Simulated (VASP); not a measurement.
# Mn (Fm-3m) in VASP: notebook, part 2 of 2

VASP 6.6.1. The steps go on from the part before.

## 4. Single point, PBE, collinear spin, ferromagnetic start

INCAR

```
ALGO     = Normal         # electronic algorithm
EDIFF    = 1E-6           # SCF threshold, eV
ENCUT    = 520            # plane-wave cutoff, eV
GGA      = PE             # functional
ISIF     = 2              # what is computed and relaxed
ISMEAR   = -1             # smearing method
ISPIN    = 2              # spin polarisation
LASPH    = True           # aspherical terms in the spheres
LCHARG   = False          # write CHGCAR
LMAXMIX  = 4              # l up to which the mixer works
LORBIT   = 11             # projections on sites
LREAL    = False          # projectors in reciprocal space
LWAVE    = False          # write WAVECAR
MAGMOM   = 0.45           # initial moments
NBANDS   = 16             # bands
NELM     = 150            # most SCF steps
PREC     = Accurate       # precision mode
SIGMA    = 0.05           # smearing width, eV
```

KPOINTS

```
k-points
0
Gamma
  13 13 13
```

POSCAR

```
Mn
1.0
    0.0000000000      1.7450000000      1.7450000000
    1.7450000000      0.0000000000      1.7450000000
    1.7450000000      1.7450000000      0.0000000000
Mn
1
Direct
    0.0000000000      0.0000000000      0.0000000000
```

Potentials or basis: VASP PAW PBE potentials, release 64 (Mn_pv).

Run with:

```sh
cat potpaw_PBE.64/Mn_pv/POTCAR > POTCAR
mpirun -np 1 vasp_std > vasp.out
```

OUTCAR:

```text
EDIFF = 1E-6
   ENCUT = 520
   GGA = PE
   ISIF = 2
   ISMEAR = -1
   ISPIN = 2
   LASPH = True
   LORBIT = 11
   LREAL = False
   NELM = 150
   PREC = Accurate

 ion  position               nearest neighbor table
   1  0.000  0.000  0.000-

  LATTYP: Found a face centered cubic cell.
 ALAT       =     3.4900000000

  Lattice vectors:

 A1 = (   0.0000000000,   1.7450000000,   1.7450000000)
 A2 = (   1.7450000000,   0.0000000000,   1.7450000000)
 A3 = (   1.7450000000,   1.7450000000,   0.0000000000)

Analysis of symmetry for initial positions (statically):
=====================================================================
 Subroutine PRICEL returns:
 Original cell was already a primitive cell.

 Routine SETGRP: Setting up the symmetry group for a
 face centered cubic supercell.

 Subroutine GETGRP returns: Found 48 space group operations
 (whereof 48 operations were pure point group operations)
 out of a pool of 48 trial point group operations.

The static configuration has the point symmetry O_h .

Analysis of symmetry for dynamics (positions and initial velocities):
[... 636 lines left out ...]

 spin component 2

 k-point     1 :       0.0000    0.0000    0.0000
  band No.  band energies     occupation
      1     -36.9548      1.00000
      2     -36.9548      1.00000
      3     -36.9548      1.00000
      4       2.3110      1.00000
      5       9.5119      1.00000
      6       9.5119      1.00000
[... 435 lines left out ...]
      5       8.6063      1.00000
      6       9.4425      1.00000
[... 8 lines left out ...]
     15      43.7182      0.00000
     16      44.1056      0.00000

 [... further k-points ...]

------------------------ aborting loop because EDIFF is reached ----------------------------------------

  FORCE on cell =-STRESS in cart. coord.  units (eV):
  Direction    XX          YY          ZZ          XY          YZ          ZX
  --------------------------------------------------------------------------------------
  -------------------------------------------------------------------------------------
  Total        0.1923829      0.1923829      0.1923829      0.0000000      0.0000000      0.0000000
  in kB       29.0041943     29.0041943     29.0041943      0.0000000      0.0000000      0.0000000
  external PRESSURE =      29.0041943 kB  Pullay stress =       0.0000000 kB

 VOLUME and BASIS-vectors are now :
 -----------------------------------------------------------------------------
  energy-cutoff  :      520.00
  volume of cell :       10.63
      direct lattice vectors                 reciprocal lattice vectors
     0.000000000  1.745000000  1.745000000    -0.286532951  0.286532951  0.286532951
     1.745000000  0.000000000  1.745000000     0.286532951 -0.286532951  0.286532951
     1.745000000  1.745000000  0.000000000     0.286532951  0.286532951 -0.286532951

 POSITION                                       TOTAL-FORCE (eV/Angst)
 -----------------------------------------------------------------------------------
      0.00000      0.00000      0.00000        -0.000000      0.000000     -0.000000
 -----------------------------------------------------------------------------------
    total drift:                                0.000000     -0.000000     -0.000000

  FREE ENERGIE OF THE ION-ELECTRON SYSTEM (eV)
  ---------------------------------------------------
  free  energy   TOTEN  =        -8.9168232330 eV

  energy  without entropy=       -8.9024386345  energy(sigma->0) =       -8.90963093

 total charge

# of ion       s       p       d       tot
------------------------------------------
    1        0.432   6.415   5.157  12.004

 magnetization (x)

# of ion       s       p       d       tot
------------------------------------------
    1        0.000   0.001   0.076   0.077
```

stdout:

```text
POSCAR found type information on POSCAR Mn
 POSCAR found :  1 types and       1 ions
 scaLAPACK will be used
 LDA part: xc-table for (Slater+PW92), standard interpolation
 POSCAR, INCAR and KPOINTS ok, starting setup
 FFT: planning ... GRIDC
 FFT: planning ... GRID_SOFT
 FFT: planning ... GRID
 WAVECAR not read
 entering main loop
```

Run time: 24 s. Hardware: 1 thread of Intel Xeon 6975P-C, shared host; peak memory 0.13 GiB.

Results:

```
Free energy                                           : -8.9168 eV
Pressure                                              : 2.9 GPa
Net moment                                            : 0.08 μB per cell
Site moments                                          : Mn +0.08 μB
Valence electrons inside the program's atomic spheres : Mn 12.00
```

## 5. Single point, PBE, collinear spin, ferromagnetic start

INCAR: that of step 4 with these lines changed.

```diff
@@ -2,4 +2,5 @@
 EDIFF    = 1E-6           # SCF threshold, eV
-ENCUT    = 520            # plane-wave cutoff, eV
+ENCUT    = 600            # plane-wave cutoff, eV
 GGA      = PE             # functional
+GGA_COMPAT= False        
 ISIF     = 2              # what is computed and relaxed
@@ -14,4 +15,4 @@
 MAGMOM   = 0.45           # initial moments
-NBANDS   = 16             # bands
-NELM     = 150            # most SCF steps
+NBANDS   = 18             # bands
+NELM     = 200            # most SCF steps
 PREC     = Accurate       # precision mode
```

KPOINTS is that of step 4.

POSCAR is that of step 4.

Potentials or basis: VASP PAW PBE potentials, release 64 (Mn_sv).

Run with:

```sh
cat potpaw_PBE.64/Mn_sv/POTCAR > POTCAR
mpirun -np 1 vasp_std > vasp.out
```

It took 20 s on 1 thread of Intel Xeon 6975P-C (Granite Rapids), shared host; peak memory 0.14 GiB.

Results (log left out):

```yaml
Free_energy: -9.0275 eV
Pressure: 0.1 GPa
Net_moment: 0.07 μB per cell
Site_moments: Mn +0.06 μB
Valence_electrons_inside_the_program's_atomic_spheres: Mn 13.03
```

Levels at points of the mesh, in eV from the Fermi level:
Spin up:
| k point | band 5 | band 6 | band 7 | band 8 | band 9 | band 10 | band 11 | band 12 |
| --- | --- | --- | --- | --- | --- | --- | --- | --- |
| (0.00, 0.00, 0.00) | -8.42 | -1.19 | -1.19 | -1.19 | 0.51 | 0.51 | 21.51 | 27.33 |
Spin down:
| k point | band 4 | band 5 | band 6 | band 7 | band 8 | band 9 | band 10 | band 11 | band 12 | band 13 |
| --- | --- | --- | --- | --- | --- | --- | --- | --- | --- | --- |
| (0.00, 0.00, 0.00) | -47.58 | -8.41 | -1.15 | -1.15 | -1.15 | 0.60 | 0.60 | 21.50 | 27.36 | 27.36 |

## 6. Overview

```csv
potentials or basis,fixed moment (μB),cutoff (eV),second run,gap on the mesh (eV),pressure (GPa),moment (μB)
"VASP PAW PBE potentials, release 64 (Mn_pv)",1.69,520,-,-,23.3,1.69
"VASP PAW PBE potentials, release 64 (Mn_pv)",2.36,520,-,-,40.9,2.36
"VASP PAW PBE potentials, release 64 (Mn_pv)",-,520,-,none,2.9,0.08
"VASP PAW PBE potentials, release 64 (Mn_sv)",-,600,valence_matched,none,0.1,0.07
```

Alike in all rows: task single point; level PBE; spin collinear, ferromagnetic start; cell as given; k mesh 13 × 13 × 13; smearing fermi-dirac 0.05 eV.

Caveats: the total moment is fixed, so each spin has its own Fermi level (some runs).

Absolute energies hang on the potentials; compare differences alone.
